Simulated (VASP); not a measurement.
Wanted: the native input for a VASP 6.6.1 run.

```yaml
Task: relaxation of cell and atoms
Functional: BLYP
Dispersion: D4
Potentials_or_basis: VASP PAW PBE potentials, release 64 (Pb_d, Se)
Cutoff: 600 eV
k_mesh: 8 × 8 × 8
Occupations: fermi-dirac, width 0.05 eV
Spin: no spin polarisation
Dipole_correction: no
Further_INCAR_settings: ALGO = Normal; EDIFF = 1e-07; IBRION = 2; EDIFFG = -0.005; NSW = 80; ISIF = 3
```

The structure of PbSe (Clausthalite) lies in POSCAR:

```
PbSe
1.0
    0.0000000000      3.0606500000      3.0606500000
    3.0606500000      0.0000000000      3.0606500000
    3.0606500000      3.0606500000      0.0000000000
Pb Se
1 1
Direct
    0.0000000000      0.0000000000      0.0000000000
    0.5000000000      0.5000000000      0.5000000000
```

The input as run:

INCAR

```
SYSTEM = PbSe
AGGAC = 1.0
AGGAX = 1.0
ALDAC = 0.0
ALDAX = 1.0
ALGO = Normal
EDIFF = 1E-7
EDIFFG = -0.005
ENCUT = 600
GGA = B5
IBRION = 2
ISIF = 3
ISMEAR = -1
IVDW = 13
LASPH = .True.
LCHARG = .False.
LREAL = .False.
LWAVE = .False.
NELM = 100
NSW = 80
PREC = Accurate
SIGMA = 0.05
VDW_A1 = 0.44488865
VDW_A2 = 4.0933009
VDW_S6 = 1.0
VDW_S8 = 2.34076671
```

KPOINTS

```
k-points
0
Gamma
  8 8 8
  0 0 0
```

Potentials or basis: VASP PAW PBE potentials, release 64 (Pb_d, Se).

Launch:

```bash
$ cat potpaw_PBE.64/Pb_d/POTCAR potpaw_PBE.64/Se/POTCAR > POTCAR
$ mpirun -np 1 vasp_std > vasp.out
```

It gave:

```
Relaxed volume                         : 31.72 Å³/atom
Relaxed cell                           : a = 4.477 Å, b = 4.477 Å, c = 4.477 Å, α = 60.00°, β = 60.00°, γ = 60.00°
Space group after relaxing (to 0.05 Å) : Fm-3m (No. 225)
Energy gained by relaxing              : 36.1 meV/atom
Ionic steps                            : 9
Pressure after relaxing                : 0.0 GPa
Band gap on the k mesh                 : 0.65 eV, direct
Dispersion energy per atom             : -0.723 eV
```

Caveat: the PAW data sets were made with another functional, which shifts forces and pressure a little; spin-orbit coupling is left out, which moves the levels of the heavy elements; the volume moved by +11 % from the deposited cell, more than functionals usually miss.

It took 4.8 min on 1 thread of Intel Xeon 6975P-C (shared host), peak memory 0.24 GiB.
